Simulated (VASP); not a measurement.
Rb3Ba, 4 atoms in the cell. Symmetry: I4/mmm, No. 139, tetragonal system. Conventional cell: a = 6.743 Å, b = 6.743 Å, c = 14.743 Å, α = 90.00°, β = 90.00°, γ = 90.00°. 

* Program: VASP 6.6.1
* Task: single point
* Functional: PBE
* Potentials or basis: VASP PAW PBE potentials, release 64 (Rb_sv, Ba_sv)
* Cutoff: 520 eV
* k mesh: 5 × 5 × 5
* Occupations: methfessel-paxton, width 0.3 eV
* Spin: no spin polarisation
* Dipole correction: no
* Further INCAR settings: ALGO = Normal; EDIFF = 1e-06; NBANDS = 26

Potentials or basis: VASP PAW PBE potentials, release 64 (Rb_sv, Ba_sv).

The run is started by

```sh
$ cat potpaw_PBE.64/Rb_sv/POTCAR potpaw_PBE.64/Ba_sv/POTCAR > POTCAR
$ mpirun -np 1 vasp_std > vasp.out
```

Hardware: 1 thread of Intel(R) Xeon(R) Platinum 8488C (Sapphire Rapids), with other jobs on the host.

Q: Estimate the wall time of this run.

A: It took 3.1 min on 1 thread of Intel(R) Xeon(R) Platinum 8488C (Sapphire Rapids), on a shared host, peak memory 0.75 GiB. Counts: scf iterations 12, k points 18.
